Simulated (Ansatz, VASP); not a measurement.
## One calculation of MnO, two programs

Contents of INCAR:

```
PREC = Accurate ; ENCUT = 600
EDIFF = 1E-6 ; ISMEAR = -1
SIGMA = 0.05 ; LREAL = F
LASPH = T ; NELM = 200
ALGO = Normal ; ISIF = 2
LWAVE = F ; LCHARG = F
ISPIN = 2 ; MAGMOM = 4.5 0
LORBIT = 11 ; LMAXMIX = 4
LDAU = T ; LDAUTYPE = 2
LDAUL = 2 -1 ; LDAUU = 6.2 0
LDAUJ = 0 0 ; LDAUPRINT = 1
GGA = CA ; NBANDS = 22
GGA_COMPAT = F
```

The input KPOINTS:

```
Automatic mesh
0
Gamma
  9 9 9
```

The input POSCAR:

```
MnO
1.0
    0.0000000000      2.2230000000      2.2230000000
    2.2230000000      0.0000000000      2.2230000000
    2.2230000000      2.2230000000      0.0000000000
Mn O
1 1
Direct
    0.0000000000      0.0000000000      0.0000000000
    0.5000000000      0.5000000000      0.5000000000
```

Input for Ansatz:

```yaml
crystal:
  lattice:
    - [0.0, 2.223, 2.223]
    - [2.223, 0.0, 2.223]
    - [2.223, 2.223, 0.0]
  atoms:
    - { symbol: Mn, position: [0.0, 0.0, 0.0], spin: 4.5 }
    - { symbol: O, position: [0.5, 0.5, 0.5] }
magnetization:
  spin_polarized: true
hamiltonian:
  xc: lda
  pseudopotentials: { kind: paw }
  hubbard: { sites: [{ species: Mn, l: d, u_eff: 6.2 }] }
basis:
  ecutwfc: 420
kpoints:
  mp_grid: { grid: [9, 9, 9] }
scf:
  occupations: { method: fermi_dirac, width: 0.05 }
  lower_state_search: "off"
  algorithm: density_mixing
  max_iter: 70
  mixing: { algorithm: broyden, ndim: 2, beta: 0.1, preconditioner: none }
output:
  forces: true
  stress: true
```

Alike in both runs: task single point; functional LDA; k mesh 9 × 9 × 9; occupations fermi-dirac, width 0.05 eV; collinear spin; Hubbard terms Mn d U = 6.2 eV.

```csv
,VASP,Ansatz
version,VASP 6.6.1,Ansatz 0.2.0
potentials or method,"VASP PAW LDA potentials, release 64 (Mn_sv, O), cutoff 600 eV","PAW, plane waves, scalar-relativistic"
valence electrons in the cell,21,21
```

Ansatz gave:

* pressure (GPa): -0.7
* net moment per atom (μB): 2.50
* size of the moment on the site where the two differ most (μB): 4.29

Task: Which values does VASP return?

Result: Pressure (GPa): -7.2; net moment per atom (μB): 2.50; size of the moment on the site where the two differ most (μB): 4.57.

LDA's correlation is that of Perdew and Zunger in VASP and of Perdew and Wang (1992) in Ansatz. Site moments also hang on the region over which each program counts them. The programs project onto different local orbitals, so the same U acts differently, and such runs can settle in different states. Ansatz's warnings: stability check not made.
